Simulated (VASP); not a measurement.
# Tl (P6/mmm) in VASP: a series of runs

Runs on Tl. Level: PBE. Tasks: single point, relaxation of cell and atoms.

Everything below comes from runs of VASP 6.6.1. Logs are shortened: lines on timing, memory, paths and dates and some standing lists are left out, and cuts for length are marked.

## 1. The cell of the first run

The structure is hexagonal, space group P6/mmm (No. 191). The conventional cell has a = 3.443 Å, b = 3.443 Å, c = 3.189 Å, α = 90.00°, β = 90.00°, γ = 120.00°. Tl (site symmetry 6/mmm) has 8 Tl at 3.19 to 3.44 Å within 4.2 Å.

## 2. Single point, PBE

Input file INCAR:

```
SYSTEM = Tl
PREC     = Accurate       ! precision mode
ENCUT    = 520            ! plane-wave cutoff, eV
EDIFF    = 1E-6           ! SCF threshold, eV
ISMEAR   = 0              ! smearing method
SIGMA    = 0.1            ! smearing width, eV
LREAL    = .False.        ! projectors in reciprocal space
LASPH    = .True.         ! aspherical terms in the spheres
NELM     = 100            ! most SCF steps
ALGO     = Normal         ! electronic algorithm
ISIF     = 2              ! what is computed and relaxed
LWAVE    = .False.        ! write WAVECAR
LCHARG   = .False.        ! write CHGCAR
GGA      = PE             ! functional
NBANDS   = 26             ! bands
```

Input file KPOINTS:

```
regular mesh
0
Gamma
  6 6 4
  0 0 0
```

Input file POSCAR:

```
Tl
1.0
    5.9628938470      0.0000000000      0.0000000000
   -2.9814469235      5.1640175516      0.0000000000
    0.0000000000      0.0000000000      3.1887085755
Tl
3
Direct
    0.0000000000      0.6666656568      0.5000000000
    0.3333343432      0.3333343432      0.5000000000
    0.6666656568      0.0000000000      0.5000000000
```

Potentials or basis: VASP PAW PBE potentials, release 64 (Tl_d).

Started as:

```console
$ cat potpaw_PBE.64/Tl_d/POTCAR > POTCAR
$ mpirun -np 1 vasp_std > vasp.out
```

OUTCAR:

```text
SYSTEM = Tl
   PREC = Accurate
   ENCUT = 520
   EDIFF = 1E-6
   ISMEAR = 0
   LREAL = .False.
   LASPH = .True.
   NELM = 100
   ISIF = 2
   GGA = PE

 ion  position               nearest neighbor table
   1  0.000  0.667  0.500-   3 3.44   2 3.44   2 3.44   3 3.44   3 3.44   2 3.44
   2  0.333  0.333  0.500-   3 3.44   1 3.44   1 3.44   3 3.44   3 3.44   1 3.44
   3  0.667  0.000  0.500-   2 3.44   1 3.44   2 3.44   1 3.44   1 3.44   2 3.44

  LATTYP: Found a hexagonal cell.
 ALAT       =     5.9628938470
 C/A-ratio  =     0.5347585681

  Lattice vectors:

 A1 = (   5.9628938470,   0.0000000000,   0.0000000000)
 A2 = (  -2.9814469235,   5.1640175516,   0.0000000000)
 A3 = (   0.0000000000,   0.0000000000,   3.1887085755)

Analysis of symmetry for initial positions (statically):
=====================================================================
 Subroutine PRICEL returns following result:

  LATTYP: Found a hexagonal cell.
 ALAT       =     3.4426887977
 C/A-ratio  =     0.9262262037

  Lattice vectors:

 A1 = (  -2.9814469235,  -1.7213600437,   0.0000000000)
 A2 = (   2.9814469235,  -1.7213287539,   0.0000000000)
 A3 = (   0.0000000000,   0.0000000000,   3.1887085755)

   3 primitive cells build up your supercell.

 Routine SETGRP: Setting up the symmetry group for a
 hexagonal supercell.

 Subroutine GETGRP returns: Found 24 space group operations
 (whereof 12 operations were pure point group operations)
 out of a pool of 24 trial point group operations.

The static configuration has the point symmetry D_3h.
 The point group associated with its full space group is D_6h.

Analysis of symmetry for dynamics (positions and initial velocities):
=====================================================================
 Subroutine PRICEL returns following result:

  LATTYP: Found a hexagonal cell.
 ALAT       =     3.4426887977
 C/A-ratio  =     0.9262262037

  Lattice vectors:

 A1 = (  -2.9814469235,  -1.7213600437,   0.0000000000)
 A2 = (   2.9814469235,  -1.7213287539,   0.0000000000)
 A3 = (   0.0000000000,   0.0000000000,   3.1887085755)

   3 primitive cells build up your supercell.

 Routine SETGRP: Setting up the symmetry group for a
 hexagonal supercell.

 Subroutine GETGRP returns: Found 24 space group operations
 (whereof 12 operations were pure point group operations)
 out of a pool of 24 trial point group operations.

The dynamic configuration has the point symmetry D_3h.
 The point group associated with its full space group is D_6h.

 Subroutine INISYM returns: Found 24 space group operations
 (whereof 12 operations are pure point group operations),
 and found     3 'primitive' translations

----------------------------------------------------------------------------------------

                                     Primitive cell

  volume of cell :      32.7295

  direct lattice vectors                    reciprocal lattice vectors
    -2.981446924 -1.721360044  0.000000000    -0.167702283 -0.290470635  0.000000000
     2.981446924 -1.721328754  0.000000000     0.167705331 -0.290470635  0.000000000
     0.000000000  0.000000000  3.188708575     0.000000000  0.000000000  0.313606583

  length of vectors
     3.442688798  3.442673153  3.188708575     0.335406090  0.335407614  0.313606583

  position of ions in fractional coordinates (direct lattice)
     0.333334343  0.666668686  0.500000000

  ion indices of the primitive-cell ions
   primitive index   ion index
                 1           1

----------------------------------------------------------------------------------------

 KPOINTS: regular mesh

Automatic generation of k-mesh.
 Grid dimensions read from file:
 generate k-points for:    6    6    4

 Generating k-lattice:

  Cartesian coordinates                     Fractional coordinates (reciprocal lattice)
     0.027950635  0.016137306  0.000000000     0.166666667  0.000000000  0.000000000
     0.000000000  0.032274613  0.000000000     0.000000000  0.166666667  0.000000000
     0.000000000  0.000000000  0.078401646     0.000000000  0.000000000  0.250000000

  Length of vectors
     0.032274613  0.032274613  0.078401646

  Shift w.r.t. Gamma in fractional coordinates (k-lattice)
     0.000000000  0.000000000  0.000000000

 Subroutine IBZKPT returns following result:
 ===========================================

 Found     21 irreducible k-points:

 Following reciprocal coordinates:
            Coordinates               Weight
  0.000000  0.000000  0.000000      1.000000
  0.166667 -0.000000  0.000000      6.000000
  0.333333  0.000000  0.000000      6.000000
  0.500000 -0.000000  0.000000      3.000000
  0.166667  0.166667  0.000000      6.000000
  0.333333  0.166667  0.000000     12.000000
[... 13 lines left out ...]
  0.333333  0.166667  0.500000     12.000000
  0.333333  0.333333  0.500000      2.000000
   k-points           NKPTS =     21   k-points in BZ     NKDIM =     21   number of bands    NBANDS=     26
   number of dos      NEDOS =    301   number of ions     NIONS =      3
   total plane-waves  NPLWV =  55296
   dimension x,y,z NGX =    48 NGY =   48 NGZ =   24
   dimension x,y,z NGXF=    96 NGYF=   96 NGZF=   48
   ions per type =               3
   NGX,Y,Z   is equivalent  to a cutoff of  13.38, 13.38, 12.51 a.u.
   NGXF,Y,Z  is equivalent  to a cutoff of  26.76, 26.76, 25.03 a.u.
 SYSTEM =  Tl
   PREC   = accura    normal or accurate (medium, high low for compatibility)
   ISTART =      0    job   : 0-new  1-cont  2-samecut
   ICHARG =      2    charge: 1-file 2-atom 10-const
   ISPIN  =      1    spin polarized calculation?
   LNONCOLLINEAR =      F non collinear calculations
   LSORBIT =      F    spin-orbit coupling
   LASPH  =      T    aspherical Exc in radial PAW
   ENCUT  =  520.0 eV  38.22 Ry    6.18 a.u.  11.09 11.09  5.93*2*pi/ulx,y,z
   NELM   =    100;   NELMIN=  2; NELMDL= -5     # of ELM steps
   EDIFF  = 0.1E-05   stopping-criterion for ELM
   LREAL  =      F    real-space projection
   EDIFFG = 0.1E-04   stopping-criterion for IOM
   NSW    =      0    number of steps for IOM
   IBRION =     -1    ionic relax: 0-MD 1-quasi-New 2-CG
   NFREE  =      0    steps in history (QN), initial steepest desc. (CG)
   ISIF   =      2    stress and relaxation
   ISYM   =      2    0-nonsym 1-usesym 2-fastsym
   POTIM  = 0.5000    time-step for ionic-motion
   TEBEG  =    0.0;   TEEND  =   0.0 temperature during run
   PSTRESS=    0.0 pullay stress
   NELECT =      39.0000    total number of electrons
   NUPDOWN=      -1.0000    fix difference up-down
   EMIN   =  10.00;   EMAX   =-10.00  energy-range for DOS
   EFERMI =   0.00;   METHOD = LEGACY
   ISMEAR =     0;   SIGMA  =   0.10  broadening in eV -4-tet -1-fermi 0-gaus
   EFERMI_NEDOS =   21; number of points for ismear=-14 and -15
   IALGO  =     38    algorithm
   IMIX   =      4    mixing-type and parameters
     AMIX     =   0.40;   BMIX     =  1.00
     AMIX_MAG =   1.60;   BMIX_MAG =  1.00
  volume/ion in A,a.u.               =      32.73       220.87
  Fermi-wavevector in a.u.,A,eV,Ry     =   1.203400  2.274095 19.703554  1.448170
  Thomas-Fermi vector in A             =   2.339154
   LORBIT       =      0    0 simple, 1 ext, 2 COOP (PROOUT), +10 PAW based schemes
   GGA     = PE    functional components
   LHFCALC =     F    Hartree Fock is set to
   AEXX    =    0.0000 exact exchange contribution
   IVDW    =     0    specifies the selected vdW correction
   LEPSILON=     F    determine dielectric tensor
   LRPA    =     F    only Hartree local field effects (RPA)
 non-spin polarized calculation
 Gauss-broadening in eV      SIGMA  =   0.10
  energy-cutoff  :      520.00
  volume of cell :       98.19
 maximum number of plane-waves:      2660
 NGX is ok and might be reduce to    48

 number of electron      39.0000014 magnetization

 Free energy of the ion-electron system (eV)
  ---------------------------------------------------
  ext. energy  EPLUGINS =         0.00000000
  ---------------------------------------------------
  free energy    TOTEN  =        -6.62771378 eV

  energy without entropy =       -6.61725932  energy(sigma->0) =       -6.62248655

 E-fermi :   5.2808     XC(G=0):  -9.4850

 val. band max:        5.2510968166   @ k =   0.3333   0.0000   0.0000
 cond. band min:       5.3602233877   @ k =   0.3333   0.3333   0.0000
 fundamental gap:      0.1091265711
 Fermi energy:         5.2807904579

 k-point     1 :       0.0000    0.0000    0.0000
  band No.  band energies     occupation
      1      -6.7775      2.00000
      2      -6.5794      2.00000
      3      -6.5794      2.00000
      4      -6.3017      2.00000
      5      -6.3017      2.00000
      6      -6.1457      2.00000
[... 18 lines left out ...]
     25      13.4555      0.00000
     26      15.6258      0.00000

 k-point     2 :       0.1667   -0.0000    0.0000
  band No.  band energies     occupation
      1      -6.7597      2.00000
      2      -6.5942      2.00000
      3      -6.5912      2.00000
      4      -6.3131      2.00000
      5      -6.2893      2.00000
      6      -6.2649      2.00000
[... 18 lines left out ...]
     25      12.8276      0.00000
     26      15.6646      0.00000

 k-point     3 :       0.3333    0.0000    0.0000
  band No.  band energies     occupation
      1      -6.7171      2.00000
      2      -6.6386      2.00000
      3      -6.6225      2.00000
      4      -6.3898      2.00000
      5      -6.3381      2.00000
      6      -6.3350      2.00000
[... 18 lines left out ...]
     25      12.9781      0.00000
     26      15.0308      0.00000

 k-point     4 :       0.5000   -0.0000    0.0000
  band No.  band energies     occupation
      1      -6.6678      2.00000
      2      -6.6673      2.00000
      3      -6.6673      2.00000
      4      -6.4188      2.00000
      5      -6.3539      2.00000
      6      -6.3539      2.00000
[... 18 lines left out ...]
     25      13.7798      0.00000
     26      13.9000      0.00000
[... 409 lines left out ...]
      1      -6.4570      2.00000
      2      -6.4570      2.00000
      3      -6.3232      2.00000
      4      -6.3231      2.00000
      5      -6.3015      2.00000
      6      -6.2711      2.00000
[... 18 lines left out ...]
     25      10.2775      0.00000
     26      11.0793      0.00000

 k-point    20 :       0.3333    0.1667    0.5000
  band No.  band energies     occupation
      1      -6.4777      2.00000
      2      -6.4314      2.00000
      3      -6.4181      2.00000
      4      -6.3549      2.00000
      5      -6.3424      2.00000
      6      -6.3367      2.00000
[... 18 lines left out ...]
     25      10.8824      0.00000
     26      11.9189      0.00000

 k-point    21 :       0.3333    0.3333    0.5000
  band No.  band energies     occupation
      1      -6.4203      2.00000
      2      -6.4203      2.00000
      3      -6.4203      2.00000
      4      -6.4077      2.00000
      5      -6.4077      2.00000
      6      -6.4077      2.00000
[... 18 lines left out ...]
     25      12.1246      0.00000
     26      12.1246      0.00000

------------------------ aborting loop because EDIFF is reached ----------------------------------------

  FORCE on cell =-STRESS in cart. coord.  units (eV):
  Direction    XX          YY          ZZ          XY          YZ          ZX
  --------------------------------------------------------------------------------------
  -------------------------------------------------------------------------------------
  Total        0.1097016      0.1097016     -0.1873608      0.0000000      0.0000000      0.0000000
  in kB        1.7900442      1.7900442     -3.0572415      0.0000000      0.0000000      0.0000000
  external PRESSURE =       0.1742823 kB  Pullay stress =       0.0000000 kB

 VOLUME and BASIS-vectors are now :
 -----------------------------------------------------------------------------
  energy-cutoff  :      520.00
  volume of cell :       98.19
      direct lattice vectors                 reciprocal lattice vectors
     5.962893847  0.000000000  0.000000000     0.167703807  0.096823838  0.000000000
    -2.981446924  5.164017552  0.000000000     0.000000000  0.193647676  0.000000000
     0.000000000  0.000000000  3.188708576     0.000000000  0.000000000  0.313606583

 POSITION                                       TOTAL-FORCE (eV/Angst)
 -----------------------------------------------------------------------------------
     -1.98763      3.44267      1.59435         0.000000      0.000000     -0.000000
      0.99382      1.72134      1.59435        -0.000000     -0.000000     -0.000000
      3.97526      0.00000      1.59435         0.000000      0.000000      0.000000
 -----------------------------------------------------------------------------------
    total drift:                               -0.000000     -0.000114      0.000007

  FREE ENERGIE OF THE ION-ELECTRON SYSTEM (eV)
  ---------------------------------------------------
  free  energy   TOTEN  =        -6.6277137815 eV

  energy  without entropy=       -6.6172593181  energy(sigma->0) =       -6.62248655
```

Wall time 31 s (1 thread of Intel Xeon Platinum 8259CL at 2.50GHz (Skylake/Cascade Lake), shared host); peak memory 0.23 GiB.

What came out:

```
Free energy : -6.6277 eV
Pressure    : 0.0 GPa
```

Stress tensor (GPa, compression positive):
```
 0.18  0.00  0.00
 0.00  0.18  0.00
 0.00  0.00 -0.31
```

Caveat: the k points lie up to 0.49 Å⁻¹ apart; spin-orbit coupling is left out, which moves the levels of the heavy elements.

## 3. Single point, PBE

This run uses another cell than the first one: it holds 1 atom, not 3.

Input file INCAR:

```
ALGO = Normal ; EDIFF = 1E-7
ENCUT = 520 ; GGA = PE
ISIF = 2 ; ISMEAR = 0
LASPH = True ; LCHARG = False
LREAL = False ; LWAVE = False
NBANDS = 12 ; NELM = 100
PREC = Accurate ; SIGMA = 0.1
```

Input file KPOINTS:

```
k-points
0
Gamma
  18 18 16
```

Input file POSCAR:

```
Tl
1.0
    3.4073865760      0.0000000000      0.0000000000
   -1.7036932880      2.9508833353      0.0000000000
    0.0000000000      0.0000000000      3.2795471184
Tl
1
Direct
    0.0000000000      0.0000000000      0.5000000000
```

Potentials or basis: VASP PAW PBE potentials, release 64 (Tl_d).

Started as:

```console
$ cat potpaw_PBE.64/Tl_d/POTCAR > POTCAR
$ mpirun -np 1 vasp_std > vasp.out
```

Wall time 68 s (1 thread of Intel Xeon Platinum 8259CL at 2.50GHz (Skylake/Cascade Lake), shared host); peak memory 0.25 GiB.

Results (log left out):

| Item | Value |
| --- | --- |
| Free energy | -2.1433 eV |
| Pressure | -0.1 GPa |

Levels at points of the mesh, in eV from the Fermi level:
| k point | band 3 | band 4 | band 5 | band 6 | band 7 | band 8 | band 9 | band 10 | band 11 | band 12 |
| --- | --- | --- | --- | --- | --- | --- | --- | --- | --- | --- |
| (0.00, 0.00, 0.00) | -11.70 | -11.29 | -11.29 | -9.46 | 6.00 | 8.50 | 8.50 | 9.52 | 10.86 | 12.72 |
| (0.50, 0.00, 0.00) | -11.52 | -11.34 | -11.20 | -5.64 | -2.62 | 4.87 | 8.66 | 9.54 | 11.50 | 14.25 |
| (0.00, 0.00, 0.50) | -11.66 | -11.51 | -11.51 | -6.67 | -2.94 | 11.30 | 11.30 | 12.74 | 12.75 | 14.59 |
| (0.50, 0.00, 0.50) | -11.59 | -11.18 | -11.08 | -3.15 | -0.40 | 0.24 | 4.86 | 7.24 | 10.28 | 11.97 |

Caveat: spin-orbit coupling is left out, which moves the levels of the heavy elements.

## 4. Relaxation of cell and atoms, PBE

This run uses another cell than the first one: it holds 1 atom, not 3.

Input file INCAR:

```
SYSTEM = Tl
PREC     = Accurate       ! precision mode
ENCUT    = 600            ! plane-wave cutoff, eV
EDIFF    = 1E-7           ! SCF threshold, eV
ISMEAR   = 0              ! smearing method
SIGMA    = 0.1            ! smearing width, eV
LREAL    = .FALSE.        ! projectors in reciprocal space
LASPH    = .TRUE.         ! aspherical terms in the spheres
NELM     = 100            ! most SCF steps
ALGO     = Normal         ! electronic algorithm
ISIF     = 3              ! what is computed and relaxed
LWAVE    = .FALSE.        ! write WAVECAR
LCHARG   = .FALSE.        ! write CHGCAR
GGA      = PE             ! functional
IBRION   = 2              ! ionic algorithm
NSW      = 100            ! ionic steps
EDIFFG   = -0.01          ! ionic threshold
```

Input file KPOINTS:

```
Automatic mesh
0
G
  18 18 16
  0 0 0
```

Input file POSCAR:

```
Tl
1.0
    3.4030924164      0.0000000000      0.0000000000
   -1.7015462082      2.9471644840      0.0000000000
    0.0000000000      0.0000000000      3.2867156148
Tl
1
Direct
    0.0000000000      0.0000000000      0.5000000000
```

Started as:

```console
$ cat potpaw_PBE.64/Tl_d/POTCAR > POTCAR
$ mpirun -np 1 vasp_std > vasp.out
```

Run time: 98 s. Hardware: 1 thread of Intel Xeon Platinum 8259CL at 2.50GHz (Skylake/Cascade Lake), shared host; peak memory 0.28 GiB.

Results (log left out):

| Property | Result |
| --- | --- |
| Free energy | -2.1433 eV |
| Relaxed volume | 32.98 Å³/atom |
| Relaxed cell | a = 3.406 Å, b = 3.406 Å, c = 3.284 Å, α = 90.00°, β = 90.00°, γ = 120.00° |
| Space group after relaxing (to 0.05 Å) | P6/mmm (No. 191) |
| Energy gained by relaxing | 0.0 meV/atom |
| Ionic steps | 2 |
| Pressure after relaxing | 0.0 GPa |

Final structure:
```
Tl
1.0
     3.40556    0.00000    0.00000
    -1.70278    2.94930    0.00000
     0.00000    0.00000    3.28385
Tl
1
Direct
  0.00000 0.00000 0.50000
```

Levels at points of the mesh, in eV from the Fermi level:
| k point | band 4 | band 5 | band 6 | band 7 | band 8 | band 9 | band 10 |
| --- | --- | --- | --- | --- | --- | --- | --- |
| (0.00, 0.00, 0.00) | -11.29 | -11.29 | -9.46 | 5.96 | 8.53 | 8.53 | 9.49 |
| (0.50, 0.00, 0.00) | -11.34 | -11.20 | -5.63 | -2.62 | 4.89 | 8.68 | 9.51 |
| (0.00, 0.00, 0.50) | -11.51 | -11.51 | -6.68 | -2.94 | 11.31 | 11.31 | 12.76 |
| (0.50, 0.00, 0.50) | -11.18 | -11.08 | -3.15 | -0.41 | 0.25 | 4.86 | 7.24 |

Caveat: spin-orbit coupling is left out, which moves the levels of the heavy elements.

## 5. Single point, PBE

This run uses another cell than the first one: it holds 1 atom, not 3.

Input file INCAR:

```
PREC = Accurate ; ENCUT = 520
EDIFF = 1E-6 ; ISMEAR = 0
SIGMA = 0.1 ; LREAL = F
LASPH = T ; NELM = 100
ALGO = Normal ; ISIF = 2
LWAVE = F ; LCHARG = F
GGA = PE ; NBANDS = 12
```

Input file KPOINTS:

```
regular mesh
0
Gamma
  6 6 6
```

POSCAR is that of step 4.

Started as:

```console
$ cat potpaw_PBE.64/Tl_d/POTCAR > POTCAR
$ mpirun -np 1 vasp_std > vasp.out
```

It took 7 s on 1 thread of Intel Xeon Platinum 8259CL at 2.50GHz (Skylake/Cascade Lake), shared host; peak memory 0.15 GiB.

Results (log left out):

```yaml
Free_energy: -2.1230 eV
Pressure: 0.0 GPa
```

Stress tensor (GPa, compression positive):
```
-0.12  0.00  0.00
 0.00 -0.12  0.00
 0.00  0.00  0.33
```

Levels at points of the mesh, in eV from the Fermi level:
```csv
k point,band 2,band 3,band 4,band 5,band 6,band 7,band 8,band 9,band 10,band 11
"(0.00, 0.00, 0.00)",-11.80,-11.80,-11.39,-11.39,-9.57,5.83,8.45,8.45,9.35,10.78
"(0.50, 0.00, 0.00)",-11.87,-11.63,-11.45,-11.29,-5.72,-2.72,4.80,8.59,9.38,11.35
"(0.00, 0.00, 0.50)",-11.76,-11.76,-11.61,-11.61,-6.80,-3.05,11.22,11.22,12.65,12.67
"(0.50, 0.00, 0.50)",-11.99,-11.69,-11.28,-11.19,-3.26,-0.52,0.14,4.75,7.15,10.19
```

Caveat: spin-orbit coupling is left out, which moves the levels of the heavy elements.

[end of part 1 of 2]
